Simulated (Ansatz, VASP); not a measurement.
Be: VASP beside Ansatz

```xyz
8
Lattice="0.1962 -0.1937 4.0431 4.0434 0.1997 0.2076 0.2045 4.0429 -0.2098" Properties=species:S:1:pos:R:3 pbc="T T T"
Be    1.6109    1.5358    0.7569
Be    1.2289    0.9587    2.7787
Be    1.4014    3.3755   -0.3415
Be    0.5049    2.9667    1.8576
Be    3.0396    0.4263   -0.3435
Be    3.4502    1.3259    1.8575
Be    3.6203    2.4488    0.0304
Be    2.5278    3.5450    1.4814
```

Change from the starting cell: cell x8, atoms moved at random (sigma 0.05 Å) and cell strained at random (1.5 %), then relaxed without symmetry.

Alike in both runs: functional PBE; k mesh 6 × 6 × 6; occupations gaussian, width 0.2 eV; no spin polarisation.

Ansatz relaxed the structure, and its values are those at the end. VASP's run is a single point on that final structure, the one shown.

```csv
,VASP,Ansatz
version,VASP 6.6.1,Ansatz 0.2.0
potentials or method,"VASP PAW PBE potentials, release 64 (Be), cutoff 520 eV","scalar-relativistic, plane waves, PAW"
valence electrons in the cell,16,16
```

```tsv
	VASP	Ansatz	Ansatz less VASP
gap on the k mesh at the Fermi level (eV)	none	none	-
pressure (GPa)	0.1	-0.1	-0.15
rms of the force components (eV/Å)	0.005	0.004	-0.0007
```

A gap of «none» marks a metal or a gap that the smearing closes. The functional is the same, so the differences come from potentials, cutoffs and numerics.
